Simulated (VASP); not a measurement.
Set up this calculation in VASP 6.6.1, as the native input.

| Item | Value |
| --- | --- |
| Task | single point |
| Functional | PBEsol |
| Potentials or basis | VASP PAW PBE potentials, release 64 (K_sv, Rb_sv, Cl) |
| Cutoff | 520 eV |
| k mesh | 6 × 6 × 2 |
| Occupations | fermi-dirac, width 0.03 eV |
| Spin | no spin polarisation |
| Dipole correction | no |
| Further INCAR settings | ALGO = Normal; EDIFF = 1e-06; NBANDS = 33 |

The structure of K2RbCl3 lies in POSCAR:

```
K2RbCl3
1.0
    4.4823853708      0.0000000028      0.0000000000
   -2.2411926878      3.8818595993      0.0000000000
    0.0000000000      0.0000000000     10.9951870158
K Rb Cl
2 1 3
Direct
    0.3333333333      0.6666666667      0.6612869763
    0.6666666667      0.3333333333      0.3387130237
    0.0000000000      0.0000000000      0.0000000000
    0.3333333333      0.6666666667      0.1776074838
    0.6666666667      0.3333333333      0.8223925162
    0.0000000000      0.0000000000      0.5000000000
```

One way to write it, as run:

INCAR

```
SYSTEM = K2RbCl3
ALGO = Normal
EDIFF = 1E-6
ENCUT = 520
GGA = PS
ISIF = 2
ISMEAR = -1
LASPH = .TRUE.
LCHARG = .FALSE.
LREAL = .FALSE.
LWAVE = .FALSE.
NBANDS = 33
NELM = 60
PREC = Accurate
SIGMA = 0.03
```

KPOINTS

```
k-points
0
G
  6 6 2
  0 0 0
```

Potentials or basis: VASP PAW PBE potentials, release 64 (K_sv, Rb_sv, Cl).

The run is started by

```sh
$ cat potpaw_PBE.64/K_sv/POTCAR potpaw_PBE.64/Rb_sv/POTCAR potpaw_PBE.64/Cl/POTCAR > POTCAR
$ mpirun -np 1 vasp_std > vasp.out
```

It gave:

* Pressure: 0.0 GPa
* Band gap on the k mesh: 5.00 eV, direct

Caveat: the PAW data sets were made with another functional, which shifts forces and pressure a little.

Wall time 44 s on 1 thread of Intel(R) Xeon(R) 6975P-C (Granite Rapids) (shared host), peak memory 0.35 GiB.
